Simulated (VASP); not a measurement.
Set up this calculation in VASP 6.6.1, as the native input.

* Task: single point
* Functional: PBEsol
* Potentials or basis: VASP PAW PBE potentials, release 64 (Sr_sv, O)
* Cutoff: 520 eV
* k mesh: 9 × 9 × 4
* Occupations: gaussian, width 0.05 eV
* Spin: no spin polarisation
* Dipole correction: no
* Further INCAR settings: ALGO = Normal; EDIFF = 1e-06; NBANDS = 24

The structure of SrO lies in POSCAR:

```
SrO
1.0
    3.6019693189      0.0000000000      0.0000000000
   -1.8009846594      3.1193969338      0.0000000000
    0.0000000000      0.0000000000      6.0503837879
Sr O
2 2
Direct
    0.3333333333      0.6666666667      0.2500000000
    0.6666666667      0.3333333333      0.7500000000
    0.0000000000      0.0000000000      0.0000000000
    0.0000000000      0.0000000000      0.5000000000
```

This cell differs from its parent crystal: ratio of the length along z to the lengths across it x 0.96, volume and fractional coordinates fixed.

The input as run:

INCAR

```
SYSTEM = SrO
  PREC = Accurate
  ENCUT = 520
  EDIFF = 1E-6
  ISMEAR = 0
  SIGMA = 0.05
  LREAL = .FALSE.
  LASPH = .TRUE.
  NELM = 60
  ALGO = Normal
  ISIF = 2
  LWAVE = .FALSE.
  LCHARG = .TRUE.
  GGA = PS
  LELF = .TRUE.
  LVHAR = .TRUE.
  NBANDS = 24
```

KPOINTS

```
regular mesh
0
G
  9 9 4
  0 0 0
```

Potentials or basis: VASP PAW PBE potentials, release 64 (Sr_sv, O).

Command:

```sh
$ cat potpaw_PBE.64/Sr_sv/POTCAR potpaw_PBE.64/O/POTCAR > POTCAR
$ mpirun -np 1 vasp_std > vasp.out
```

Results of the run:

The pressure is -1.5 GPa. The band gap on the k mesh is 2.70 eV, direct.

Caveat: the PAW data sets were made with another functional, which shifts forces and pressure a little.

It took 89 s on 1 thread of AMD EPYC 7R13, with other jobs on the host, peak memory 0.18 GiB.
